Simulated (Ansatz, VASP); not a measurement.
RbCl in VASP and in Ansatz

```
CELL_PARAMETERS angstrom
0.00000 3.30581 3.30581
3.30581 0.00000 3.30581
3.30581 3.30581 0.00000
ATOMIC_POSITIONS crystal
Rb 0.00000 0.00000 0.00000
Cl 0.50000 0.50000 0.50000
```

Alike in both runs: task single point; functional PBE; k mesh 6 × 6 × 6; no spin polarisation.

```csv
,VASP,Ansatz
version,VASP 6.6.1,Ansatz 0.2.0
potentials or method,"VASP PAW PBE potentials, release 64 (Rb_sv, Cl)","plane waves, PAW"
plane-wave cutoff (eV),500,420
occupations,"gaussian, width 0.01 eV",fixed
valence electrons in the cell,16,16
```

VASP gave:

- gap on the k mesh at the Fermi level (eV): 4.95

Estimate Ansatz's values.

gap on the k mesh at the Fermi level (eV): 4.96.
